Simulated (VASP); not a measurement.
# BaTiO3 (R3m) in VASP: a series of runs

The runs below take BaTiO3 through single point, with PBE, r2SCAN.

All numbers are computed with VASP 6.6.1; they aren't measurements. Logs are shortened: lines on timing, memory, paths and dates and some standing lists are left out, and cuts for length are marked.

### 1 The cell of the first run

Symmetry: R3m, No. 160, trigonal system. Conventional cell: a = 5.680 Å, b = 5.680 Å, c = 6.994 Å, α = 90.00°, β = 90.00°, γ = 120.00°. Within 3.7 Å of Ba (site symmetry 3m) lie 12 O at 2.78 to 2.93 Å and 8 Ti at 3.40 to 3.59 Å. Within 2.5 Å of Ti (site symmetry 3m) lie 6 O at 1.87 to 2.16 Å. Within 2.5 Å of O (site symmetry m) lie 2 Ti at 1.87 to 2.16 Å.

### 2 Single point, PBE

The input, INCAR:

```
PREC = Accurate ; ENCUT = 520
EDIFF = 1E-7 ; ISMEAR = 0
SIGMA = 0.01 ; LREAL = False
LASPH = True ; NELM = 80
ALGO = Normal ; ISIF = 2
LWAVE = False ; LCHARG = True
GGA = PE ; LELF = True
LVHAR = True ; NBANDS = 28
```

The input, KPOINTS:

```
regular mesh
0
Gamma
  6 6 6
```

The input, POSCAR:

```
BaTiO3
1.0
    2.8399983158      1.6396737921      2.3313532671
   -2.8399983158      1.6396737921      2.3313532671
    0.0000000000     -3.2793475843      2.3313532671
Ba Ti O
1 1 3
Direct
   -0.0032057792     -0.0032057792     -0.0032057792
    0.4833346603      0.4833346603      0.4833346603
    0.5098255442      0.5098255442      0.0194200304
    0.0194200304      0.5098255442      0.5098255442
    0.5098255442      0.0194200304      0.5098255442
```

Potentials or basis: VASP PAW PBE potentials, release 64 (Ba_sv, Ti_sv, O).

Run with:

```bash
$ cat potpaw_PBE.64/Ba_sv/POTCAR potpaw_PBE.64/Ti_sv/POTCAR potpaw_PBE.64/O/POTCAR > POTCAR
$ mpirun -np 1 vasp_std > vasp.out
```

OUTCAR:

```text
PREC = Accurate
   ENCUT = 520
   EDIFF = 1E-7
   ISMEAR = 0
   LREAL = False
   LASPH = True
   NELM = 80
   ISIF = 2
   GGA = PE

 ion  position               nearest neighbor table
   1  0.997  0.997  0.997-   3 2.78   4 2.78   5 2.78   3 2.84   3 2.84   4 2.84   5 2.84   5 2.84
                             4 2.84   3 2.93   4 2.93   5 2.93   2 3.40   2 3.45   2 3.45   2 3.45
   2  0.483  0.483  0.483-   4 1.87   5 1.87   3 1.87   5 2.16   4 2.16   3 2.16   1 3.40   1 3.45
                             1 3.45   1 3.45   1 3.51   1 3.51   1 3.51   1 3.59
   3  0.510  0.510  0.019-   2 1.87   2 2.16   1 2.78   1 2.84   1 2.84   1 2.93
   4  0.019  0.510  0.510-   2 1.87   2 2.16   1 2.78   1 2.84   1 2.84   1 2.93
   5  0.510  0.019  0.510-   2 1.87   2 2.16   1 2.78   1 2.84   1 2.84   1 2.93

  LATTYP: Found a trigonal (rhomboedric) cell.
 ALAT       =     4.0235964800
 COS(alpha) =     0.0035917343

  Lattice vectors:

 A1 = (   2.8399983158,   1.6396737921,   2.3313532671)
 A2 = (  -2.8399983158,   1.6396737921,   2.3313532671)
 A3 = (   0.0000000000,  -3.2793475843,   2.3313532671)

Analysis of symmetry for initial positions (statically):
=====================================================================
 Subroutine PRICEL returns:
 Original cell was already a primitive cell.

 Routine SETGRP: Setting up the symmetry group for a
 trigonal (rhombohedral) supercell.

 Subroutine GETGRP returns: Found  6 space group operations
 (whereof  6 operations were pure point group operations)
 out of a pool of 12 trial point group operations.

The static configuration has the point symmetry C_3v.

Analysis of symmetry for dynamics (positions and initial velocities):
=====================================================================
 Subroutine PRICEL returns:
 Original cell was already a primitive cell.

 Routine SETGRP: Setting up the symmetry group for a
 trigonal (rhombohedral) supercell.

 Subroutine GETGRP returns: Found  6 space group operations
 (whereof  6 operations were pure point group operations)
 out of a pool of 12 trial point group operations.

The dynamic configuration has the point symmetry C_3v.

 Subroutine INISYM returns: Found  6 space group operations
 (whereof  6 operations are pure point group operations),
 and found     1 'primitive' translations

----------------------------------------------------------------------------------------

                                     Primitive cell

  volume of cell :      65.1381

  direct lattice vectors                    reciprocal lattice vectors
     2.839998316  1.639673792  2.331353267     0.176056442  0.101646234  0.142978474
    -2.839998316  1.639673792  2.331353267    -0.176056442  0.101646234  0.142978474
     0.000000000 -3.279347584  2.331353267     0.000000000 -0.203292469  0.142978474

  length of vectors
     4.023596480  4.023596480  4.023596480     0.248537064  0.248537064  0.248537064

  position of ions in fractional coordinates (direct lattice)
     0.996794221  0.996794221  0.996794221
     0.483334660  0.483334660  0.483334660
     0.509825544  0.509825544  0.019420030
     0.019420030  0.509825544  0.509825544
     0.509825544  0.019420030  0.509825544

  ion indices of the primitive-cell ions
   primitive index   ion index
                 1           1
                 2           2
                 3           3
                 4           4
                 5           5

----------------------------------------------------------------------------------------

 KPOINTS: regular mesh

Automatic generation of k-mesh.
 Grid dimensions read from file:
 generate k-points for:    6    6    6

 Generating k-lattice:

  Cartesian coordinates                     Fractional coordinates (reciprocal lattice)
     0.029342740  0.016941039  0.023829746     0.166666667 -0.000000000 -0.000000000
    -0.029342740  0.016941039  0.023829746    -0.000000000  0.166666667 -0.000000000
     0.000000000 -0.033882078  0.023829746     0.000000000  0.000000000  0.166666667

  Length of vectors
     0.041422844  0.041422844  0.041422844

  Shift w.r.t. Gamma in fractional coordinates (k-lattice)
     0.000000000  0.000000000  0.000000000

 Subroutine IBZKPT returns following result:
 ===========================================

 Found     32 irreducible k-points:

 Following reciprocal coordinates:
            Coordinates               Weight
  0.000000  0.000000  0.000000      1.000000
  0.166667 -0.000000 -0.000000      6.000000
  0.333333 -0.000000 -0.000000      6.000000
  0.500000 -0.000000 -0.000000      3.000000
  0.166667  0.166667 -0.000000      6.000000
  0.333333  0.166667 -0.000000     12.000000
[... 16 lines left out ...]
  0.500000  0.500000  0.166667      6.000000
 -0.333333  0.500000  0.166667     12.000000
 [... further k-points ...]
   k-points           NKPTS =     32   k-points in BZ     NKDIM =     32   number of bands    NBANDS=     28
   number of dos      NEDOS =    301   number of ions     NIONS =      5
   total plane-waves  NPLWV =  27000
   dimension x,y,z NGX =    30 NGY =   30 NGZ =   30
   dimension x,y,z NGXF=    60 NGYF=   60 NGZF=   60
   ions per type =               1   1   3
   NGX,Y,Z   is equivalent  to a cutoff of  12.40, 12.40, 12.40 a.u.
   NGXF,Y,Z  is equivalent  to a cutoff of  24.79, 24.79, 24.79 a.u.
 SYSTEM =  unknown system
   PREC   = accura    normal or accurate (medium, high low for compatibility)
   ISTART =      0    job   : 0-new  1-cont  2-samecut
   ICHARG =      2    charge: 1-file 2-atom 10-const
   ISPIN  =      1    spin polarized calculation?
   LNONCOLLINEAR =      F non collinear calculations
   LSORBIT =      F    spin-orbit coupling
   LASPH  =      T    aspherical Exc in radial PAW
   ENCUT  =  520.0 eV  38.22 Ry    6.18 a.u.   7.48  7.48  7.48*2*pi/ulx,y,z
   NELM   =     80;   NELMIN=  2; NELMDL= -5     # of ELM steps
   EDIFF  = 0.1E-06   stopping-criterion for ELM
   LREAL  =      F    real-space projection
   EDIFFG = 0.1E-05   stopping-criterion for IOM
   NSW    =      0    number of steps for IOM
   IBRION =     -1    ionic relax: 0-MD 1-quasi-New 2-CG
   NFREE  =      0    steps in history (QN), initial steepest desc. (CG)
   ISIF   =      2    stress and relaxation
   ISYM   =      2    0-nonsym 1-usesym 2-fastsym
   POTIM  = 0.5000    time-step for ionic-motion
   TEBEG  =    0.0;   TEEND  =   0.0 temperature during run
   PSTRESS=    0.0 pullay stress
   NELECT =      40.0000    total number of electrons
   NUPDOWN=      -1.0000    fix difference up-down
   EMIN   =  10.00;   EMAX   =-10.00  energy-range for DOS
   EFERMI =   0.00;   METHOD = LEGACY
   ISMEAR =     0;   SIGMA  =   0.01  broadening in eV -4-tet -1-fermi 0-gaus
   EFERMI_NEDOS =   21; number of points for ismear=-14 and -15
   IALGO  =     38    algorithm
   IMIX   =      4    mixing-type and parameters
     AMIX     =   0.40;   BMIX     =  1.00
     AMIX_MAG =   1.60;   BMIX_MAG =  1.00
  volume/ion in A,a.u.               =      13.03        87.91
  Fermi-wavevector in a.u.,A,eV,Ry     =   1.391500  2.629554 26.344582  1.936272
  Thomas-Fermi vector in A             =   2.515333
   LORBIT       =      0    0 simple, 1 ext, 2 COOP (PROOUT), +10 PAW based schemes
   GGA     = PE    functional components
   LHFCALC =     F    Hartree Fock is set to
   AEXX    =    0.0000 exact exchange contribution
   IVDW    =     0    specifies the selected vdW correction
   LEPSILON=     F    determine dielectric tensor
   LRPA    =     F    only Hartree local field effects (RPA)
 non-spin polarized calculation
 Gauss-broadening in eV      SIGMA  =   0.01
  energy-cutoff  :      520.00
  volume of cell :       65.14
 maximum number of plane-waves:      1776
 NGX is ok and might be reduce to    30
   NGX = 15   NGY = 15   NGZ = 15

 number of electron      40.0000008 magnetization

 Free energy of the ion-electron system (eV)
  ---------------------------------------------------
  ext. energy  EPLUGINS =         0.00000000
  ---------------------------------------------------
  free energy    TOTEN  =       -40.02301978 eV

  energy without entropy =      -40.02301978  energy(sigma->0) =      -40.02301978

 E-fermi :   3.7390     XC(G=0): -11.1550

 val. band max:        3.6479266908   @ k =   0.5000   0.5000   0.5000
 cond. band min:       6.1039973336   @ k =   0.0000   0.0000   0.0000
 fundamental gap:      2.4560706428
 Fermi energy:         3.7390332998

 k-point     1 :       0.0000    0.0000    0.0000
  band No.  band energies     occupation
      1     -52.6434      2.00000
      2     -28.8988      2.00000
      3     -28.8988      2.00000
      4     -28.8982      2.00000
      5     -21.1887      2.00000
      6     -13.1377      2.00000
[... 20 lines left out ...]
     27       8.7178      0.00000
     28      10.8503      0.00000

 k-point     2 :       0.1667   -0.0000   -0.0000
  band No.  band energies     occupation
      1     -52.6431      2.00000
      2     -28.9111      2.00000
      3     -28.8984      2.00000
      4     -28.8979      2.00000
      5     -21.1619      2.00000
      6     -13.1549      2.00000
[... 20 lines left out ...]
     27       9.2328      0.00000
     28      11.4980      0.00000

 k-point     3 :       0.3333   -0.0000   -0.0000
  band No.  band energies     occupation
      1     -52.6427      2.00000
      2     -28.9359      2.00000
      3     -28.8974      2.00000
      4     -28.8969      2.00000
      5     -21.1073      2.00000
      6     -13.2646      2.00000
[... 20 lines left out ...]
     27      10.4344      0.00000
     28      11.9294      0.00000

 k-point     4 :       0.5000   -0.0000   -0.0000
  band No.  band energies     occupation
      1     -52.6424      2.00000
      2     -28.9482      2.00000
      3     -28.8969      2.00000
      4     -28.8964      2.00000
      5     -21.0795      2.00000
      6     -13.3402      2.00000
[... 578 lines left out ...]
     27      11.0974      0.00000
     28      12.0447      0.00000

 k-point    23 :       0.5000    0.5000    0.1667
  band No.  band energies     occupation
      1     -52.6412      2.00000
      2     -28.9446      2.00000
      3     -28.9440      2.00000
      4     -28.9068      2.00000
      5     -20.9936      2.00000
      6     -12.6581      2.00000
[... 20 lines left out ...]
     27      12.1066      0.00000
     28      12.4335      0.00000

 k-point    24 :      -0.3333    0.5000    0.1667
  band No.  band energies     occupation
      1     -52.6415      2.00000
      2     -28.9451      2.00000
      3     -28.9324      2.00000
      4     -28.9073      2.00000
      5     -21.0109      2.00000
      6     -12.8288      2.00000
[... 20 lines left out ...]
     27      11.7608      0.00000
     28      12.2253      0.00000

 [... further k-points ...]

------------------------ aborting loop because EDIFF is reached ----------------------------------------

  FORCE on cell =-STRESS in cart. coord.  units (eV):
  Direction    XX          YY          ZZ          XY          YZ          ZX
  --------------------------------------------------------------------------------------
  -------------------------------------------------------------------------------------
  Total        2.0166814      2.0166814      1.9318579      0.0000000     -0.0000000      0.0000000
  in kB       49.6035786     49.6035786     47.5172059      0.0000000     -0.0000000      0.0000000
  external PRESSURE =      48.9081210 kB  Pullay stress =       0.0000000 kB

 VOLUME and BASIS-vectors are now :
 -----------------------------------------------------------------------------
  energy-cutoff  :      520.00
  volume of cell :       65.14
      direct lattice vectors                 reciprocal lattice vectors
     2.839998316  1.639673792  2.331353267     0.176056442  0.101646234  0.142978474
    -2.839998316  1.639673792  2.331353267    -0.176056442  0.101646234  0.142978474
     0.000000000 -3.279347584  2.331353267     0.000000000 -0.203292469  0.142978474

 POSITION                                       TOTAL-FORCE (eV/Angst)
 -----------------------------------------------------------------------------------
      0.00000     -0.00000      6.97164        -0.000000     -0.000000      0.020119
      0.00000     -0.00000      3.38047        -0.000000     -0.000000      0.130304
      0.00000      1.60821      2.42244        -0.000000      0.119565     -0.050141
     -1.39275     -0.80411      2.42244        -0.103546     -0.059783     -0.050141
      1.39275     -0.80411      2.42244         0.103546     -0.059783     -0.050141
 -----------------------------------------------------------------------------------
    total drift:                                0.000000      0.000001      0.000246

  FREE ENERGIE OF THE ION-ELECTRON SYSTEM (eV)
  ---------------------------------------------------
  free  energy   TOTEN  =       -40.0230197760 eV

  energy  without entropy=      -40.0230197760  energy(sigma->0) =      -40.02301978
```

It took 30 s on 1 thread of Intel Xeon 6975P-C (Granite Rapids), shared host; peak memory 0.2 GiB.

What came out:

```
Free energy            : -40.0230 eV
Pressure               : 4.9 GPa
Largest force          : 0.130 eV/Å
Band gap on the k mesh : 2.46 eV, indirect (least direct gap 2.91 eV)
```

Forces in eV/Å, atoms in the order of the input:
```
Ba   0.000  0.000  0.020
Ti   0.000  0.000  0.130
O    0.000  0.120 -0.050
O   -0.104 -0.060 -0.050
O    0.104 -0.060 -0.050
```

Stress tensor (GPa, compression positive):
```
4.96 0.00 0.00
0.00 4.96 0.00
0.00 0.00 4.75
```

Caveat: spin-orbit coupling is left out, which moves the levels of the heavy elements. A k mesh can miss the band edges.

### 3 Single point, r2SCAN (volume changed by -6%)

POSCAR, as its differences from that of step 2:

```diff
@@ -2,5 +2,5 @@
 1.0
-    2.8399983158      1.6396737921      2.3313532671
-   -2.8399983158      1.6396737921      2.3313532671
-    0.0000000000     -3.2793475843      2.3313532671
+    2.7820228989      1.6062016696      2.2837612750
+   -2.7820228989      1.6062016696      2.2837612750
+    0.0000000000     -3.2124033392      2.2837612750
 Ba Ti O
```

The input, INCAR.step1:

```
ALGO     = Normal         # electronic algorithm
EDIFF    = 1E-4           # SCF threshold, eV
ENCUT    = 520            # plane-wave cutoff, eV
GGA      = PE             # functional
ISMEAR   = 0              # smearing method
LASPH    = T              # aspherical terms in the spheres
LCHARG   = F              # write CHGCAR
LREAL    = F              # projectors in reciprocal space
LWAVE    = T              # write WAVECAR
NBANDS   = 28             # bands
NELM     = 100            # most SCF steps
PREC     = Accurate       # precision mode
SIGMA    = 0.01           # smearing width, eV
```

The input, INCAR.step2:

```
ALGO     = Normal         # electronic algorithm
EDIFF    = 1E-7           # SCF threshold, eV
ENCUT    = 520            # plane-wave cutoff, eV
ISIF     = 2              # what is computed and relaxed
ISMEAR   = 0              # smearing method
ISTART   = 1            
LASPH    = T              # aspherical terms in the spheres
LCHARG   = F              # write CHGCAR
LMIXTAU  = T            
LREAL    = F              # projectors in reciprocal space
LWAVE    = F              # write WAVECAR
METAGGA  = R2SCAN         # meta-GGA
NBANDS   = 28             # bands
NELM     = 100            # most SCF steps
PREC     = Accurate       # precision mode
SIGMA    = 0.01           # smearing width, eV
```

The input, KPOINTS:

```
k-points
0
Gamma
  6 6 6
```

Potentials or basis: VASP PAW PBE potentials, release 64 (Ba_sv, Ti_sv, O).

Run with:

```bash
$ cat potpaw_PBE.64/Ba_sv/POTCAR potpaw_PBE.64/Ti_sv/POTCAR potpaw_PBE.64/O/POTCAR > POTCAR
$ cp INCAR.step1 INCAR
$ mpirun -np 1 vasp_std > vasp.out
$ cp INCAR.step2 INCAR
$ mpirun -np 1 vasp_std > vasp.out
```

It took 2 min on 1 thread of Intel Xeon 6975P-C (Granite Rapids), shared host; peak memory 0.2 GiB.

Results (log left out):

- Free energy: -74.0685 eV
- Pressure: 14.7 GPa
- Largest force: 0.939 eV/Å
- Band gap on the k mesh: 3.03 eV, indirect (least direct gap 3.45 eV)

Forces on the atoms (eV/Å):
```
Ba   0.000  0.000  0.099
Ti   0.000  0.000  0.939
O    0.000  0.560 -0.346
O   -0.485 -0.280 -0.346
O    0.485 -0.280 -0.346
```

Stress tensor (GPa, compression positive):
```
15.06  0.00  0.00
 0.00 15.06  0.00
 0.00  0.00 13.98
```

Levels at points of the mesh, in eV from the valence-band top:
```tsv
k point	band 18	band 19	band 20	band 21	band 22	band 23
(0.00, 0.00, 0.00)	-0.56	-0.41	-0.41	3.03	3.03	3.20
(0.50, 0.00, 0.00)	-1.63	-1.02	-0.88	3.23	4.50	4.63
(0.50, 0.50, 0.00)	-0.87	-0.82	-0.10	4.59	4.60	4.96
(0.50, 0.50, 0.50)	-0.03	-0.03	0.00	5.08	5.28	5.28
```

Caveat: the PAW data sets were made with another functional, which shifts forces and pressure a little; spin-orbit coupling is left out, which moves the levels of the heavy elements.

### 4 Single point, r2SCAN (volume changed by -3%)

POSCAR, as its differences from that of step 3:

```diff
@@ -2,5 +2,5 @@
 1.0
-    2.7820228989      1.6062016696      2.2837612750
-   -2.7820228989      1.6062016696      2.2837612750
-    0.0000000000     -3.2124033392      2.2837612750
+    2.8113095027      1.6231102981      2.3078026341
+   -2.8113095027      1.6231102981      2.3078026341
+    0.0000000000     -3.2462205963      2.3078026340
 Ba Ti O
```

The input, INCAR.step1:

```
SYSTEM = BaTiO3
PREC = Accurate
ENCUT = 520
ISMEAR = 0
SIGMA = 0.01
LREAL = .False.
LASPH = .True.
NELM = 80
NBANDS = 28
GGA = PE
ALGO = Normal
EDIFF = 1E-4
LWAVE = .True.
LCHARG = .False.
```

The input, INCAR.step2:

```
SYSTEM = BaTiO3
PREC = Accurate
ENCUT = 520
EDIFF = 1E-6
ISMEAR = 0
SIGMA = 0.01
LREAL = .False.
LASPH = .True.
NELM = 80
ALGO = Normal
ISIF = 2
LWAVE = .False.
LCHARG = .True.
METAGGA = R2SCAN
LMIXTAU = .True.
LELF = .True.
LVHAR = .True.
NBANDS = 28
ISTART = 1
```

The input, KPOINTS:

```
regular mesh
0
Gamma
  6 6 6
  0 0 0
```

Run with:

```bash
$ cat potpaw_PBE.64/Ba_sv/POTCAR potpaw_PBE.64/Ti_sv/POTCAR potpaw_PBE.64/O/POTCAR > POTCAR
$ cp INCAR.step1 INCAR
$ mpirun -np 1 vasp_std > vasp.out
$ cp INCAR.step2 INCAR
$ mpirun -np 1 vasp_std > vasp.out
```

Wall time 100 s (1 thread of Intel Xeon 6975P-C (Granite Rapids), shared host); peak memory 0.2 GiB.

Results (log left out):

| Quantity | Value |
| --- | --- |
| Free energy | -74.2073 eV |
| Pressure | 7.8 GPa |
| Largest force | 0.541 eV/Å |
| Band gap on the k mesh | 2.94 eV, indirect (least direct gap 3.38 eV) |

Forces on the atoms (eV/Å):
```
Ba   0.000  0.000  0.062
Ti   0.000  0.000  0.541
O    0.000  0.305 -0.201
O   -0.264 -0.152 -0.201
O    0.264 -0.152 -0.201
```

Stress tensor (GPa, compression positive):
```
7.99 0.00 0.00
0.00 7.99 0.00
0.00 0.00 7.41
```

Levels at points of the mesh, in eV from the valence-band top:
| k point | band 16 | band 17 | band 18 | band 19 | band 20 | band 21 | band 22 | band 23 | band 24 | band 25 |
| --- | --- | --- | --- | --- | --- | --- | --- | --- | --- | --- |
| (0.00, 0.00, 0.00) | -1.41 | -1.12 | -0.58 | -0.44 | -0.44 | 2.94 | 2.94 | 3.10 | 5.04 | 5.04 |
| (0.50, 0.00, 0.00) | -2.14 | -1.73 | -1.61 | -1.02 | -0.89 | 3.11 | 4.32 | 4.44 | 5.00 | 6.78 |
| (0.50, 0.50, 0.00) | -2.77 | -1.64 | -0.90 | -0.84 | -0.10 | 4.41 | 4.41 | 4.76 | 5.63 | 8.51 |
| (0.50, 0.50, 0.50) | -2.39 | -2.34 | -0.02 | -0.02 | 0.00 | 4.87 | 5.06 | 5.06 | 7.35 | 7.35 |

Caveat: the PAW data sets were made with another functional, which shifts forces and pressure a little; spin-orbit coupling is left out, which moves the levels of the heavy elements. A k mesh can miss the band edges.

### 5 Overview

```tsv
level	cell	gap on the mesh (eV)	pressure (GPa)	largest force (eV/Å)
PBE	a = 4.024 Å, angles 89.8°, 5 atoms	2.46	4.9	0.13
r2SCAN	a = 3.941 Å, angles 89.8°, 5 atoms	3.03	14.7	0.94
r2SCAN	a = 3.983 Å, angles 89.8°, 5 atoms	2.94	7.8	0.54
```

Alike in all rows: task single point; potentials or basis VASP PAW PBE potentials, release 64 (Ba_sv, Ti_sv, O); no spin polarisation; k mesh 6 × 6 × 6; cutoff (eV) 520; smearing gaussian 0.01 eV.

Caveats: spin-orbit coupling is left out, which moves the levels of the heavy elements; the PAW data sets were made with another functional, which shifts forces and pressure a little (some runs).

Absolute energies hang on the potentials; compare differences alone.
